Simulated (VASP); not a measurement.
A run of VASP 6.6.1:

INCAR

```
PREC = Accurate
ENCUT = 600
EDIFF = 1E-6
ISMEAR = 0
SIGMA = 0.1
LREAL = F
LASPH = T
NELM = 100
ALGO = Normal
ISIF = 3
LWAVE = F
LCHARG = F
GGA = PE
IBRION = 2
NSW = 90
EDIFFG = -0.04
```

KPOINTS

```
regular mesh
0
Gamma
  6 6 4
```

POSCAR

```
Cd4S
1.0
    5.7260332100      0.0000000000      0.0000000000
   -2.8630166000      4.9588902200      0.0000000000
    0.0000000000      0.0000000000      4.9873986000
Cd S
4 1
Direct
    0.5000000000      0.0000000000      0.0000000000
    0.0000000000      0.5000000000      0.0000000000
    0.5000000000      0.5000000000      0.0000000000
    0.0000000000      0.0000000000      0.0000000000
    0.0000000000      0.0000000000      0.5000000000
```

Potentials or basis: VASP PAW PBE potentials, release 64 (Cd, S).

Command:

```console
$ cat potpaw_PBE.64/Cd/POTCAR potpaw_PBE.64/S/POTCAR > POTCAR
$ mpirun -np 1 vasp_std > vasp.out
```

Hardware: 1 thread of AMD EPYC 9R45 (Zen 5), with other jobs on the host.

**Question.** Estimate the wall time of this run.

**Answer.** Run time: 5.5 min on 1 thread of AMD EPYC 9R45 (Zen 5), on a shared host, peak memory 0.31 GiB. Counts: scf iterations 46, k points 21, ion steps 5.
